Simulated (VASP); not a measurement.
# P (Cmce) in VASP: further runs, part 3 of 3

VASP 6.6.1.

### 6 Single point, PBE exchange alone

This run uses another cell than the first one, of 33.38 Å³/atom.

INCAR reads:

```
SYSTEM = P
AGGAC = 0.0 ; ALDAC = 0.0
ALGO = Normal ; EDIFF = 1E-6
ENCUT = 520 ; GGA = PE
ISIF = 2 ; ISMEAR = -1
LASPH = .True. ; LCHARG = .False.
LREAL = .False. ; LWAVE = .False.
NBANDS = 18 ; NELM = 60
PREC = Accurate ; SIGMA = 0.05
```

KPOINTS reads:

```
k-points
0
Gamma
  8 8 6
  0 0 0
```

POSCAR reads:

```
P
1.0
    1.7266047355     -7.5660659387      0.0000000000
    1.7266047355      7.5660659387      0.0000000000
    0.0000000000      0.0000000000      5.1102002178
P
4
Direct
    0.9287768473      0.0712231527      0.5998144242
    0.0712231527      0.9287768473      0.4001855758
    0.5712231527      0.4287768473      0.0998144242
    0.4287768473      0.5712231527      0.9001855758
```

Potentials or basis: VASP PAW PBE potentials, release 64 (P).

The run is started by

```sh
> cat potpaw_PBE.64/P/POTCAR > POTCAR
> mpirun -np 1 vasp_std > vasp.out
```

OUTCAR:

```text
SYSTEM = P
   EDIFF = 1E-6
   ENCUT = 520
   GGA = PE
   ISIF = 2
   ISMEAR = -1
   LASPH = .True.
   LREAL = .False.
   NELM = 60
   PREC = Accurate

 ion  position               nearest neighbor table
   1  0.929  0.071  0.600-   4 2.31   4 2.31   2 2.38
   2  0.071  0.929  0.400-   3 2.31   3 2.31   1 2.38
   3  0.571  0.429  0.100-   2 2.31   2 2.31   4 2.38
   4  0.429  0.571  0.900-   1 2.31   1 2.31   3 2.38

  LATTYP: Found a base centered orthorhombic cell.
 ALAT       =     3.4532094710
 B/A-ratio  =     4.3820486433
 C/A-ratio  =     1.4798407860

  Lattice vectors:

 A1 = (   1.7266047355,  -7.5660659387,   0.0000000000)
 A2 = (   1.7266047355,   7.5660659387,   0.0000000000)
 A3 = (   0.0000000000,   0.0000000000,   5.1102002178)

Analysis of symmetry for initial positions (statically):
=====================================================================
 Subroutine PRICEL returns:
 Original cell was already a primitive cell.

 Routine SETGRP: Setting up the symmetry group for a
[... 173 lines left out ...]

 E-fermi :   2.9540     XC(G=0):  -5.8509

 val. band max:        2.4557513839   @ k =   0.5000   0.5000   0.0000
 cond. band min:       3.4137555807   @ k =   0.5000   0.5000   0.0000
 fundamental gap:      0.9580041968
 Fermi energy:         2.9540357199

 k-point     1 :       0.0000    0.0000    0.0000
  band No.  band energies     occupation
      1     -11.3078      2.00000
      2      -9.3985      2.00000
      3      -6.5188      2.00000
      4      -2.7368      2.00000
      5      -2.4062      2.00000
      6      -1.0881      2.00000
[... 481 lines left out ...]
      5      -2.3000      2.00000
      6      -1.8806      2.00000
[... 10 lines left out ...]
     17       7.8800      0.00000
     18       8.7804      0.00000

 [... further k-points ...]

------------------------ aborting loop because EDIFF is reached ----------------------------------------

  FORCE on cell =-STRESS in cart. coord.  units (eV):
  Direction    XX          YY          ZZ          XY          YZ          ZX
  --------------------------------------------------------------------------------------
  -------------------------------------------------------------------------------------
  Total       -0.0988156     -0.0548286     -0.1411018      0.0000000      0.0000000      0.0000000
  in kB       -1.1857827     -0.6579410     -1.6932150      0.0000000      0.0000000      0.0000000
  external PRESSURE =      -1.1789796 kB  Pullay stress =       0.0000000 kB

 VOLUME and BASIS-vectors are now :
 -----------------------------------------------------------------------------
  energy-cutoff  :      520.00
  volume of cell :      133.52
      direct lattice vectors                 reciprocal lattice vectors
     1.726604736 -7.566065939  0.000000000     0.289585676 -0.066084542  0.000000000
     1.726604736  7.566065939  0.000000000     0.289585676  0.066084542  0.000000000
     0.000000000  0.000000000  5.110200218     0.000000000  0.000000000  0.195687049

 POSITION                                       TOTAL-FORCE (eV/Angst)
 -----------------------------------------------------------------------------------
      1.72660     -6.48831      3.06517         0.000000     -0.017622      0.021936
      1.72660      6.48831      2.04503         0.000000      0.017622     -0.021936
      1.72660     -1.07776      0.51007         0.000000      0.017622      0.021936
      1.72660      1.07776      4.60013         0.000000     -0.017622     -0.021936
 -----------------------------------------------------------------------------------
    total drift:                               -0.000000     -0.000000     -0.000000

  FREE ENERGIE OF THE ION-ELECTRON SYSTEM (eV)
  ---------------------------------------------------
  free  energy   TOTEN  =       -16.4666950443 eV

  energy  without entropy=      -16.4666932335  energy(sigma->0) =      -16.46669414
```

stdout:

```text
POSCAR found type information on POSCAR P
 POSCAR found :  1 types and       4 ions
 scaLAPACK will be used
 LDA part: xc-table for (Slater+PW92), standard interpolation
 POSCAR, INCAR and KPOINTS ok, starting setup
 FFT: planning ... GRIDC
 FFT: planning ... GRID_SOFT
 FFT: planning ... GRID
 WAVECAR not read
 entering main loop
```

It took 5 min on 1 thread of Intel Xeon Platinum 8488C (Sapphire Rapids), shared host; peak memory 0.43 GiB.

What came out:

- Free energy: -16.4667 eV
- Pressure: -0.1 GPa
- Largest force: 0.028 eV/Å
- Band gap on the k mesh: 0.96 eV

Forces on the atoms (eV/Å):
```
P    0.000 -0.018  0.022
P    0.000  0.018 -0.022
P    0.000  0.018  0.022
P    0.000 -0.018 -0.022
```

Stress tensor (GPa, compression positive):
```
-0.12  0.00  0.00
 0.00 -0.07  0.00
 0.00  0.00 -0.17
```

A k mesh can miss the band edges.

### 7 The runs side by side

| task | level | cell | k mesh | cutoff (eV) | grid for exact exchange (PRECFOCK) | share of exact exchange | gap on the mesh (eV) | pressure (GPa) | largest force (eV/Å) |
| --- | --- | --- | --- | --- | --- | --- | --- | --- | --- |
| single point | r2SCAN0 | a = 5.708, b = 5.708, c = 4.544 Å, angles 90.0, 90.0, 146.4°, 4 atoms, atomic positions A | 4 × 4 × 3 | 520 | Normal | 0.25 | 1.49 | -1.6 | 0.30 |
| single point | PBE0 | a = 5.708, b = 5.708, c = 4.544 Å, angles 90.0, 90.0, 146.4°, 4 atoms, atomic positions A | 4 × 4 × 3 | 520 | Normal | 0.25 | 1.41 | -0.8 | 0.21 |
| single point | BLYP | a = 8.526, b = 8.526, c = 4.871 Å, angles 90.0, 90.0, 157.3°, 4 atoms, atomic positions B | 8 × 8 × 6 | 520 | - | - | 1.01 | -0.1 | 0.02 |
| relaxation of cell and atoms | BLYP | relaxed from a = 5.980, b = 5.980, c = 4.760 Å, angles 90.0, 90.0, 146.4°, 4 atoms, atomic positions A | 8 × 8 × 6 | 600 | - | - | 0.98 | 0.0 | - |
| single point | PBE exchange alone | a = 7.761, b = 7.761, c = 5.110 Å, angles 90.0, 90.0, 154.3°, 4 atoms, atomic positions C | 8 × 8 × 6 | 520 | - | - | 0.96 | -0.1 | 0.03 |

Alike in all rows: potentials or basis VASP PAW PBE potentials, release 64 (P); no spin polarisation; smearing fermi-dirac 0.05 eV.

Caveats: some runs use coarse meshes; the PAW data sets were made with another functional, which shifts forces and pressure a little (at least some runs); the volume moved by over 15 % at a fixed basis, so the end points are rough (at least some runs).

Total energies depend on the potentials used, so only differences within one code and one set of settings carry meaning.
